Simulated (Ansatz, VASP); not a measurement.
**AlH4: VASP beside Ansatz**

File INCAR:

```
SYSTEM = AlH4
PREC = Accurate ; ENCUT = 520
EDIFF = 1E-6 ; ISMEAR = 0
SIGMA = 0.1 ; LREAL = .FALSE.
LASPH = .TRUE. ; NELM = 60
ALGO = Normal ; ISIF = 2
LWAVE = .FALSE. ; LCHARG = .FALSE.
GGA = PE ; NBANDS = 12
```

The input KPOINTS:

```
Automatic mesh
0
G
  6 6 6
  0 0 0
```

POSCAR

```
AlH4
1.0
    3.2053692100      0.0000000000      0.0000000000
   -1.6026846100      2.7759311700      0.0000000000
    0.0000000000      0.0000000000      3.1942538500
Al H
1 4
Direct
    0.0000000000      0.0000000000      0.0000000000
    0.3333333300      0.6666666700      0.0000000000
    0.6666666700      0.3333333300      0.0000000000
    0.0000000000      0.0000000000      0.3490547300
    0.0000000000      0.0000000000      0.6509452700
```

Input for Ansatz:

```yaml
crystal:
  lattice:
    - [3.20536921, 0.0, 0.0]
    - [-1.60268461, 2.77593117, 0.0]
    - [0.0, 0.0, 3.19425385]
  atoms:
    - { symbol: Al, position: [0.0, 0.0, 0.0] }
    - { symbol: H, position: [0.33333333, 0.66666667, 0.0] }
    - { symbol: H, position: [0.66666667, 0.33333333, 0.0] }
    - { symbol: H, position: [0.0, 0.0, 0.34905473] }
    - { symbol: H, position: [0.0, 0.0, 0.65094527] }
basis:
  ecutwfc: 420
kpoints:
  mp_grid: { grid: [6, 6, 6] }
hamiltonian:
  xc: pbe
scf:
  occupations: { method: gaussian, width: 0.1 }
  lower_state_search: "off"
output:
  forces: true
  stress: true
  eigenvalues: true
```

Alike in both runs: task single point; functional PBE; k mesh 6 × 6 × 6; occupations gaussian, width 0.1 eV; no spin polarisation.

|  | VASP | Ansatz |
| --- | --- | --- |
| version | VASP 6.6.1 | Ansatz 0.2.0 |
| potentials or method | VASP PAW PBE potentials, release 64 (Al, H), cutoff 520 eV | scalar-relativistic, plane waves, PAW |
| valence electrons in the cell | 7 | 7 |

Ansatz gave:

```
gap on the k mesh at the Fermi level (eV) : none
rms of the force components (eV/Å)        : 5.563
```

Which values does VASP return?

gap on the k mesh at the Fermi level (eV): none; rms of the force components (eV/Å): 5.427.

Atom by atom the forces differ by 0.137 eV/Å (rms over components). A gap of «none» marks a metal or a gap that the smearing closes.

The k mesh is coarse, so the values compare programs but aren't converged.
